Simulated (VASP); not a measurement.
# Ge32H19N in VASP: further runs

Runs on Ge32H19N. Level: r2SCAN+rVV10. Tasks: single point.

Everything below comes from runs of VASP 6.6.1. Logs are shortened: lines on timing, memory, paths and dates and some standing lists are left out, and cuts for length are marked.

## (1) The cell of the first run

The cell holds a slab with vacuum, 52 atoms: a = 11.316 Å, b = 11.316 Å, c = 20.913 Å, α = 90.00°, β = 90.00°, γ = 90.00°.

## (2) Single point, r2SCAN+rVV10

File POSCAR:

```
Ge32H19N
1.0
    8.0016200000      8.0016200000      0.0000000000
   -8.0016200000      8.0016200000      0.0000000000
    0.0000000000      0.0000000000     20.9129000000
Ge H N
32 19 1
Direct
   -0.3129650000      0.3132848000      0.3426049500
   -0.1878861500     -0.3178325000      0.3428340500
    0.0531949600     -0.0523347800      0.3615409300
    0.3185085200      0.1883721900      0.3427064100
   -0.0310140500     -0.4674388000      0.3827256300
    0.2121226500     -0.2122890500      0.3583378000
    0.4677450100      0.0313006600      0.3825829100
    0.5338138800     -0.5331845700      0.3829867500
   -0.1207933600      0.3859544000      0.3038977200
   -0.1189427500     -0.1268559200      0.3010686200
    0.1277068700      0.1192697700      0.3007580400
    0.3867357900      0.3811359900      0.3033083500
    0.1134717000     -0.3773298600      0.3028527200
    0.3775484700     -0.1136923100      0.3029401500
    0.6141532200      0.1212330600      0.3037388300
    0.6195813300     -0.3864634200      0.3031495800
   -0.0010438000      0.2510284300      0.2350227200
    0.0015817600     -0.2524346800      0.2284923300
    0.2527863800     -0.0019487600      0.2284148000
    0.5001530000      0.2492693100      0.2289066100
    0.2487460100     -0.4991911700      0.2357398000
    0.4993678600     -0.2488200200      0.2357431500
    0.7489782000      0.0011651300      0.2350345800
    0.7508883400     -0.5003695300      0.2289406300
   -0.1250000000      0.1250000000      0.1644630000
   -0.1250000000     -0.3750000000      0.1644630000
    0.1250000000     -0.1250000000      0.1644630000
    0.3750000000      0.1250000000      0.1644630000
    0.1250000000     -0.6250000000      0.1644630000
    0.3750000000     -0.3750000000      0.1644630000
    0.6250000000     -0.1250000000      0.1644630000
    0.6250000000     -0.6250000000      0.1644630000
   -0.0489780000      0.0489780000      0.1195430000
   -0.2010220000      0.2010220000      0.1195430000
   -0.0489780000     -0.4510220000      0.1195430000
   -0.2010220000     -0.2989780000      0.1195430000
    0.2010220000     -0.2010220000      0.1195430000
    0.0489780000     -0.0489780000      0.1195430000
    0.4510220000      0.0489780000      0.1195430000
    0.2989780000      0.2010220000      0.1195430000
    0.2010220000     -0.7010220000      0.1195430000
    0.0489780000     -0.5489780000      0.1195430000
    0.4510220000     -0.4510220000      0.1195430000
    0.2989780000     -0.2989780000      0.1195430000
    0.7010220000     -0.2010220000      0.1195430000
    0.5489780000     -0.0489780000      0.1195430000
    0.7010220000     -0.7010220000      0.1195430000
    0.5489780000     -0.5489780000      0.1195430000
    0.0152315500     -0.0142406600      0.4300398900
    0.3292785700     -0.2244322600      0.4575317000
    0.2359531800     -0.3376345000      0.4538110700
    0.2471580800     -0.2504228100      0.4432330200
```

File INCAR.step1:

```
PREC     = Accurate       # precision mode
ENCUT    = 520            # plane-wave cutoff, eV
ISMEAR   = 0              # smearing method
SIGMA    = 0.03           # smearing width, eV
LREAL    = Auto         
LASPH    = T              # aspherical terms in the spheres
NELM     = 60             # most SCF steps
NBANDS   = 268            # bands
GGA      = PE             # functional
ALGO     = Normal         # electronic algorithm
EDIFF    = 1E-4           # SCF threshold, eV
LWAVE    = T              # write WAVECAR
LCHARG   = F              # write CHGCAR
NCORE    = 4
```

File INCAR.step2:

```
PREC     = Accurate       # precision mode
ENCUT    = 520            # plane-wave cutoff, eV
EDIFF    = 1E-7           # SCF threshold, eV
ISMEAR   = 0              # smearing method
SIGMA    = 0.03           # smearing width, eV
LREAL    = Auto         
LASPH    = T              # aspherical terms in the spheres
NELM     = 60             # most SCF steps
ALGO     = Normal         # electronic algorithm
ISIF     = 2              # what is computed and relaxed
LWAVE    = F              # write WAVECAR
LCHARG   = F              # write CHGCAR
METAGGA  = R2SCAN         # meta-GGA
LMIXTAU  = T            
LUSE_VDW = T            
IVDW_NL  = 2            
BPARAM   = 11.95        
CPARAM   = 0.0093       
NBANDS   = 268            # bands
ISTART   = 1            
NCORE    = 4
```

File KPOINTS:

```
regular mesh
0
Gamma
  1 1 1
```

Potentials or basis: VASP PAW PBE potentials, release 64 (Ge_d, H, N).

Started as:

```
cat potpaw_PBE.64/Ge_d/POTCAR potpaw_PBE.64/H/POTCAR potpaw_PBE.64/N/POTCAR > POTCAR
cp INCAR.step1 INCAR
mpirun -np 4 vasp_gam > vasp.out
cp INCAR.step2 INCAR
mpirun -np 4 vasp_gam > vasp.out
```

OUTCAR:

```text
PREC = Accurate
   ENCUT = 520
   EDIFF = 1E-7
   ISMEAR = 0
   LREAL = Auto
   LASPH = T
   NELM = 60
   ISIF = 2
   METAGGA = R2SCAN
   IVDW_NL = 2
   BPARAM = 11.95
   ISTART = 1

 ion  position               nearest neighbor table
   1  0.687  0.313  0.343-   9 2.46  15 2.46   8 2.60
   2  0.812  0.682  0.343-  16 2.46  10 2.46   5 2.59
   3  0.053  0.948  0.362-  49 1.56  11 2.47  10 2.47   6 2.55
   4  0.319  0.188  0.343-  12 2.46  11 2.46   7 2.59
   5  0.969  0.533  0.383-   9 2.55  13 2.55   2 2.59
   6  0.212  0.788  0.358-  52 1.87  13 2.47  14 2.47   3 2.55
   7  0.468  0.031  0.383-  15 2.55  14 2.55   4 2.59
   8  0.534  0.467  0.383-  16 2.55  12 2.55   1 2.60
   9  0.879  0.386  0.304-   1 2.46  24 2.49  17 2.50   5 2.55
  10  0.881  0.873  0.301-   2 2.46   3 2.47  18 2.49  23 2.50
  11  0.128  0.119  0.301-   4 2.46   3 2.47  19 2.48  17 2.50
  12  0.387  0.381  0.303-   4 2.46  21 2.50  20 2.51   8 2.55
  13  0.113  0.623  0.303-  18 2.45   6 2.47  21 2.49   5 2.55
  14  0.378  0.886  0.303-  19 2.45   6 2.47  22 2.49   7 2.55
[... 16 lines left out ...]
  31  0.625  0.875  0.164-  45 1.54  46 1.54  23 2.49  22 2.49
  32  0.625  0.375  0.164-  47 1.54  48 1.54  20 2.42  24 2.42
  33  0.951  0.049  0.120-  25 1.54
  34  0.799  0.201  0.120-  25 1.54
  35  0.951  0.549  0.120-  26 1.54
  36  0.799  0.701  0.120-  26 1.54
  37  0.201  0.799  0.120-  27 1.54
  38  0.049  0.951  0.120-  27 1.54
[... 11 lines left out ...]
  50  0.329  0.776  0.458-  52 1.02
  51  0.236  0.662  0.454-  52 1.02
  52  0.247  0.750  0.443-  51 1.02  50 1.02   6 1.87

  LATTYP: Found a simple tetragonal cell.
 ALAT       =    11.3159995250
 C/A-ratio  =     1.8480824388

  Lattice vectors:

 A1 = (   8.0016200000,   8.0016200000,   0.0000000000)
 A2 = (  -8.0016200000,   8.0016200000,   0.0000000000)
 A3 = (   0.0000000000,   0.0000000000,  20.9129000000)

Analysis of symmetry for initial positions (statically):
=====================================================================
 Subroutine PRICEL returns:
 Original cell was already a primitive cell.

 Routine SETGRP: Setting up the symmetry group for a
 simple tetragonal supercell.

 Subroutine GETGRP returns: Found  1 space group operations
 (whereof  1 operations were pure point group operations)
 out of a pool of 16 trial point group operations.

The static configuration has the point symmetry C_1 .

Analysis of symmetry for dynamics (positions and initial velocities):
=====================================================================
 Subroutine PRICEL returns:
 Original cell was already a primitive cell.

 Routine SETGRP: Setting up the symmetry group for a
 simple tetragonal supercell.

 Subroutine GETGRP returns: Found  1 space group operations
 (whereof  1 operations were pure point group operations)
 out of a pool of 16 trial point group operations.

The dynamic configuration has the point symmetry C_1 .

 Subroutine INISYM returns: Found  1 space group operations
 (whereof  1 operations are pure point group operations),
 and found     1 'primitive' translations

----------------------------------------------------------------------------------------

                                     Primitive cell

  volume of cell :    2677.9354

  direct lattice vectors                    reciprocal lattice vectors
     8.001620000  8.001620000  0.000000000     0.062487346  0.062487346  0.000000000
    -8.001620000  8.001620000  0.000000000    -0.062487346  0.062487346  0.000000000
     0.000000000  0.000000000 20.912900000     0.000000000  0.000000000  0.047817376

  length of vectors
    11.315999525 11.315999525 20.912900000     0.088370453  0.088370453  0.047817376

  position of ions in fractional coordinates (direct lattice)
     0.687035000  0.313284800  0.342604950
     0.812113850  0.682167500  0.342834050
     0.053194960  0.947665220  0.361540930
     0.318508520  0.188372190  0.342706410
     0.968985950  0.532561200  0.382725630
     0.212122650  0.787710950  0.358337800
[... 44 lines left out ...]
[... 48 lines left out ...]
   PSTRESS=    0.0 pullay stress
   NELECT =     472.0000    total number of electrons
   NUPDOWN=      -1.0000    fix difference up-down
   EMIN   =  10.00;   EMAX   =-10.00  energy-range for DOS
   EFERMI =   0.00;   METHOD = LEGACY
   ISMEAR =     0;   SIGMA  =   0.03  broadening in eV -4-tet -1-fermi 0-gaus
   EFERMI_NEDOS =   21; number of points for ismear=-14 and -15
   IALGO  =     38    algorithm
   IMIX   =      4    mixing-type and parameters
     AMIX     =   0.40;   BMIX     =  1.00
     AMIX_MAG =   1.60;   BMIX_MAG =  1.00
  volume/ion in A,a.u.               =      51.50       347.53
  Fermi-wavevector in a.u.,A,eV,Ry     =   0.917886  1.734553 11.463111  0.842515
  Thomas-Fermi vector in A             =   2.042906
   LORBIT       =      0    0 simple, 1 ext, 2 COOP (PROOUT), +10 PAW based schemes
   METAGGA = R2SCAN    functional components
   LHFCALC =     F    Hartree Fock is set to
   AEXX    =    0.0000 exact exchange contribution
   IVDW_NL    =     2    kernel type
   BPARAM     =11.9500
   IVDW    =     0    specifies the selected vdW correction
   LEPSILON=     F    determine dielectric tensor
   LRPA    =     F    only Hartree local field effects (RPA)
 non-spin polarized calculation
 Gauss-broadening in eV      SIGMA  =   0.03
  energy-cutoff  :      520.00
  volume of cell :     2677.94
 maximum number of plane-waves:     35941
   NGX = 43   NGY = 43   NGZ = 77

 number of electron     471.9999754 magnetization

 Free energy of the ion-electron system (eV)
  ---------------------------------------------------
  ext. energy  EPLUGINS =         0.00000000
  ---------------------------------------------------
  free energy    TOTEN  =      -489.13097486 eV

  energy without entropy =     -489.13097486  energy(sigma->0) =     -489.13097486

 E-fermi :  -2.2794     XC(G=0):  -3.7965

 val. band max:       -2.4608713284   @ k =   0.0000   0.0000   0.0000
 cond. band min:      -1.7265724171   @ k =   0.0000   0.0000   0.0000
 fundamental gap:      0.7342989113
 Fermi energy:        -2.2794395558

 k-point     1 :       0.0000    0.0000    0.0000
  band No.  band energies     occupation
      1     -27.6317      2.00000
      2     -27.6290      2.00000
      3     -27.6277      2.00000
      4     -27.5693      2.00000
      5     -27.5655      2.00000
      6     -27.5593      2.00000
[... 240 lines left out ...]
    247       0.4224      0.00000
    248       0.4657      0.00000
 [bands above 248 left out]

------------------------ aborting loop because EDIFF is reached ----------------------------------------

  FORCE on cell =-STRESS in cart. coord.  units (eV):
  Direction    XX          YY          ZZ          XY          YZ          ZX
  --------------------------------------------------------------------------------------
  -------------------------------------------------------------------------------------
  Total        3.2336305     -3.4069478    -10.0772247      0.0098074     -0.0624250     -0.3797000
  in kB        1.9346432     -2.0383369     -6.0290852      0.0058677     -0.0373482     -0.2271700
  external PRESSURE =      -2.0442597 kB  Pullay stress =       0.0000000 kB

 VOLUME and BASIS-vectors are now :
 -----------------------------------------------------------------------------
  energy-cutoff  :      520.00
  volume of cell :     2677.94
      direct lattice vectors                 reciprocal lattice vectors
     8.001620000  8.001620000  0.000000000     0.062487346  0.062487346  0.000000000
    -8.001620000  8.001620000  0.000000000    -0.062487346  0.062487346  0.000000000
     0.000000000  0.000000000 20.912900000     0.000000000  0.000000000  0.047817376

 POSITION                                       TOTAL-FORCE (eV/Angst)
 -----------------------------------------------------------------------------------
      2.99061      8.00418      7.16486        -0.033220      0.001689     -0.086144
      1.03978     11.95667      7.16965         0.045964      0.004444     -0.103043
     -7.15721      8.00850      7.56087        -0.034849     -0.005213      0.050842
      1.04130      4.05587      7.16698         0.046166     -0.000285     -0.097575
      3.49211     12.01481      8.00390        -0.149560     -0.004768     -0.282750
     -4.60564      8.00029      7.49388         0.027231     -0.000820      0.162370
[... 44 lines left out ...]
     -3.41199      7.18800      9.49051        -0.129180      0.178973     -0.054027
     -4.02017      7.97550      9.26929         0.111473      0.020185     -0.182027
 -----------------------------------------------------------------------------------
    total drift:                                0.014996     -0.002571      0.050062

  FREE ENERGIE OF THE ION-ELECTRON SYSTEM (eV)
  ---------------------------------------------------
  free  energy   TOTEN  =      -489.1309748592 eV

  energy  without entropy=     -489.1309748592  energy(sigma->0) =     -489.13097486
```

It took 55 min on 4 MPI ranks of Oxide Virtual Turin-like, shared host; peak memory 1.8 GiB.

Results:

| Item | Value |
| --- | --- |
| Free energy | -489.1310 eV |
| Largest force | 0.638 eV/Å |
| Band gap on the k mesh | 0.73 eV |

Forces in eV/Å, atoms in the order of the input:
```
Ge  -0.033  0.002 -0.086
Ge   0.046  0.004 -0.103
Ge  -0.035 -0.005  0.051
Ge   0.046  0.000 -0.098
Ge  -0.150 -0.005 -0.283
Ge   0.027 -0.001  0.162
Ge  -0.151  0.006 -0.287
Ge   0.153  0.000 -0.306
Ge  -0.129 -0.075 -0.030
Ge   0.154 -0.033 -0.043
Ge   0.153  0.024 -0.039
Ge   0.144 -0.103 -0.019
Ge  -0.081  0.069 -0.020
Ge  -0.089 -0.062 -0.024
Ge  -0.129  0.069 -0.023
Ge   0.138  0.100 -0.013
Ge   0.019  0.007 -0.012
Ge  -0.015 -0.025  0.007
Ge  -0.020  0.032  0.008
Ge  -0.013  0.002  0.041
Ge   0.001 -0.009 -0.019
Ge  -0.001  0.011 -0.020
Ge   0.019 -0.007 -0.013
Ge  -0.011 -0.004  0.035
Ge  -0.121  0.004  0.510
Ge   0.038  0.049 -0.623
Ge  -0.036 -0.002 -0.515
Ge   0.037 -0.062 -0.634
Ge   0.132  0.057  0.520
Ge  -0.153  0.005  0.603
Ge   0.136 -0.057  0.522
Ge  -0.112  0.001 -0.531
H   -0.145  0.000  0.145
H    0.254  0.001  0.144
H   -0.258 -0.038  0.072
H    0.271 -0.026  0.094
H   -0.272 -0.006  0.092
H    0.223  0.001  0.064
H   -0.258  0.047  0.070
H    0.271  0.025  0.093
H   -0.242 -0.010  0.134
H    0.182  0.005  0.145
H   -0.150 -0.001  0.128
H    0.258  0.001  0.135
H   -0.242  0.013  0.131
H    0.182 -0.001  0.145
H   -0.246 -0.003  0.115
H    0.228  0.002  0.081
H    0.088 -0.002 -0.199
H   -0.092 -0.200 -0.073
H   -0.129  0.179 -0.054
N    0.111  0.020 -0.182
```

Levels at points of the mesh, in eV from the valence-band top:
```tsv
k point	band 233	band 234	band 235	band 236	band 237	band 238	band 239	band 240
(0.00, 0.00, 0.00)	-0.38	-0.25	-0.13	0.00	0.73	1.11	1.48	1.55
```

Caveat: the k points lie up to 0.56 Å⁻¹ apart; there is no dipole correction, which matters where the two faces differ; the PAW data sets were made with another functional, which shifts forces and pressure a little.

## (3) Single point, r2SCAN+rVV10

File POSCAR:

```
Ge32H19N
1.0
    8.0016200000      8.0016200000      0.0000000000
   -8.0016200000      8.0016200000      0.0000000000
    0.0000000000      0.0000000000     20.9129000000
Ge H N
32 19 1
Direct
   -0.3116030400      0.3132913800      0.3427837100
   -0.1800131100     -0.3066390900      0.3410474200
    0.0448675000     -0.0313232400      0.3839739500
    0.3186772000      0.1916646700      0.3415172000
   -0.0326310900     -0.4644349500      0.3817176100
    0.1970771700     -0.1953826600      0.3495129800
    0.4659074900      0.0328462300      0.3815716000
    0.5406036900     -0.5275329700      0.3812045700
   -0.1191885400      0.3853461400      0.3034134800
   -0.1072994500     -0.1136692400      0.3056212600
    0.1285354500      0.1153524300      0.3019361900
    0.3899336100      0.3850200100      0.3040727100
    0.1135049700     -0.3776158300      0.3018516300
    0.3792686300     -0.1138496700      0.3010590100
    0.6142198100      0.1210309700      0.3038652700
    0.6287020500     -0.3822422600      0.3007152600
    0.0018708600      0.2488179800      0.2354410000
   -0.0003383300     -0.2510783300      0.2292265200
    0.2524494700     -0.0018814500      0.2279505200
    0.4996014200      0.2498135700      0.2292096800
    0.2497157300     -0.4990994200      0.2354178000
    0.5010895000     -0.2500368000      0.2349213700
    0.7510793900      0.0000345500      0.2359402600
    0.7517061000     -0.5020328200      0.2283686300
   -0.1250000000      0.1250000000      0.1644630000
   -0.1250000000     -0.3750000000      0.1644630000
    0.1250000000     -0.1250000000      0.1644630000
    0.3750000000      0.1250000000      0.1644630000
    0.1250000000     -0.6250000000      0.1644630000
    0.3750000000     -0.3750000000      0.1644630000
    0.6250000000     -0.1250000000      0.1644630000
    0.6250000000     -0.6250000000      0.1644630000
   -0.0489780000      0.0489780000      0.1195430000
   -0.2010220000      0.2010220000      0.1195430000
   -0.0489780000     -0.4510220000      0.1195430000
   -0.2010220000     -0.2989780000      0.1195430000
    0.2010220000     -0.2010220000      0.1195430000
    0.0489780000     -0.0489780000      0.1195430000
    0.4510220000      0.0489780000      0.1195430000
    0.2989780000      0.2010220000      0.1195430000
    0.2010220000     -0.7010220000      0.1195430000
    0.0489780000     -0.5489780000      0.1195430000
    0.4510220000     -0.4510220000      0.1195430000
    0.2989780000     -0.2989780000      0.1195430000
    0.7010220000     -0.2010220000      0.1195430000
    0.5489780000     -0.0489780000      0.1195430000
    0.7010220000     -0.7010220000      0.1195430000
    0.5489780000     -0.5489780000      0.1195430000
    0.2058818700     -0.3016232700      0.4650965200
    0.3124359600     -0.1997688500      0.4620224600
    0.3308845300     -0.3293470800      0.4263457100
    0.2700837600     -0.2649506900      0.4369113500
```

File INCAR.step1:

```
SYSTEM = Ge32H19N
PREC = Accurate
ENCUT = 520
ISMEAR = 0
SIGMA = 0.03
LREAL = Auto
LASPH = .True.
NELM = 100
NBANDS = 268
GGA = PE
ALGO = Normal
EDIFF = 1E-4
LWAVE = .True.
LCHARG = .False.
NCORE = 4
```

File INCAR.step2:

```
SYSTEM = Ge32H19N
PREC = Accurate
ENCUT = 520
EDIFF = 1E-7
ISMEAR = 0
SIGMA = 0.03
LREAL = Auto
LASPH = .True.
NELM = 100
ALGO = Normal
ISIF = 2
LWAVE = .False.
LCHARG = .False.
METAGGA = R2SCAN
LMIXTAU = .True.
LUSE_VDW = .True.
IVDW_NL = 2
BPARAM = 11.95
CPARAM = 0.0093
NBANDS = 268
ISTART = 1
NCORE = 4
```

File KPOINTS:

```
Automatic mesh
0
Gamma
  1 1 1
  0 0 0
```

Potentials or basis: VASP PAW PBE potentials, release 64 (Ge_d, H, N).

Started as:

```
cat potpaw_PBE.64/Ge_d/POTCAR potpaw_PBE.64/H/POTCAR potpaw_PBE.64/N/POTCAR > POTCAR
cp INCAR.step1 INCAR
mpirun -np 4 vasp_gam > vasp.out
cp INCAR.step2 INCAR
mpirun -np 4 vasp_gam > vasp.out
```

Wall time 28 min (4 MPI ranks of Oxide Virtual Turin-like, shared host); peak memory 1.8 GiB.

Results (log left out):

| Item | Value |
| --- | --- |
| Free energy | -489.2379 eV |
| Largest force | 0.634 eV/Å |
| Band gap on the k mesh | 0.71 eV |

Forces in eV/Å, atoms in the order of the input:
```
Ge  -0.035  0.021 -0.092
Ge   0.049  0.016 -0.089
Ge   0.094 -0.005 -0.267
Ge   0.057  0.006 -0.115
Ge  -0.151  0.002 -0.290
Ge   0.144  0.019  0.138
Ge  -0.156  0.010 -0.276
Ge   0.160 -0.014 -0.274
Ge  -0.138 -0.080 -0.020
Ge   0.142 -0.135 -0.049
Ge   0.128  0.056 -0.009
Ge   0.131 -0.108 -0.036
Ge  -0.114  0.065 -0.028
Ge  -0.121 -0.063 -0.022
Ge  -0.132  0.073 -0.027
Ge   0.125  0.068  0.002
Ge  -0.012  0.010 -0.014
Ge  -0.008 -0.017  0.030
Ge  -0.025  0.041  0.009
Ge   0.002  0.001  0.043
Ge   0.006  0.004 -0.018
Ge  -0.006  0.015 -0.025
Ge   0.001  0.015 -0.010
Ge  -0.028  0.004  0.016
Ge  -0.140  0.044  0.579
Ge   0.040 -0.012 -0.605
Ge  -0.079 -0.080 -0.527
Ge   0.011 -0.087 -0.627
Ge   0.181 -0.018  0.560
Ge  -0.140  0.047  0.529
Ge   0.188  0.052  0.560
Ge  -0.037 -0.069 -0.572
H   -0.151 -0.009  0.128
H    0.265  0.017  0.143
H   -0.231  0.050  0.056
H    0.269 -0.031  0.095
H   -0.258 -0.063  0.094
H    0.228  0.004  0.060
H   -0.230  0.070  0.057
H    0.272  0.035  0.093
H   -0.251  0.010  0.132
H    0.154  0.028  0.145
H   -0.158 -0.011  0.128
H    0.256  0.014  0.134
H   -0.251  0.033  0.130
H    0.151  0.030  0.148
H   -0.269 -0.057  0.098
H    0.232  0.006  0.088
H    0.048  0.191 -0.132
H    0.032 -0.222 -0.126
H   -0.228 -0.001  0.034
N   -0.011  0.025  0.024
```

Levels at points of the mesh, in eV from the valence-band top:
```tsv
k point	band 232	band 233	band 234	band 235	band 236	band 237	band 238	band 239	band 240	band 241
(0.00, 0.00, 0.00)	-0.45	-0.21	-0.13	-0.06	0.00	0.71	1.10	1.52	1.53	1.96
```

Caveat: the k points lie up to 0.56 Å⁻¹ apart; there is no dipole correction, which matters where the two faces differ; the PAW data sets were made with another functional, which shifts forces and pressure a little.
